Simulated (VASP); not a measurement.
GaP, 2 atoms in the cell. The structure is cubic, space group F-43m (No. 216). Conventional cell: a = 5.281 Å, b = 5.281 Å, c = 5.281 Å, α = 90.00°, β = 90.00°, γ = 90.00°. Within 3.0 Å of Ga (site symmetry -43m) lie 4 P at 2.29 Å. P (site symmetry -43m) has 4 Ga at 2.29 Å within 3.0 Å. 

| Property | Result |
| --- | --- |
| Program | VASP 6.6.1 |
| Task | single point |
| Functional | LDA |
| Potentials or basis | VASP PAW LDA potentials, release 64 (Ga_d, P) |
| Cutoff | 500 eV |
| k mesh | 8 × 8 × 8 |
| Occupations | gaussian, width 0.02 eV |
| Spin | no spin polarisation |
| Dipole correction | no |
| Further INCAR settings | ALGO = Normal; EDIFF = 1e-06; NBANDS = 16 |

Potentials or basis: VASP PAW LDA potentials, release 64 (Ga_d, P).

The run is started by

```sh
$ cat potpaw_LDA.64/Ga_d/POTCAR potpaw_LDA.64/P/POTCAR > POTCAR
$ mpirun -np 1 vasp_std > vasp.out
```

Hardware: 1 thread of Intel Xeon 8259CL (shared host).

Q: Estimate the wall time of this run.

A: Wall time 24 s on 1 thread of Intel Xeon 8259CL, on a shared host, peak memory 0.15 GiB. Counts: scf iterations 12, k points 29.
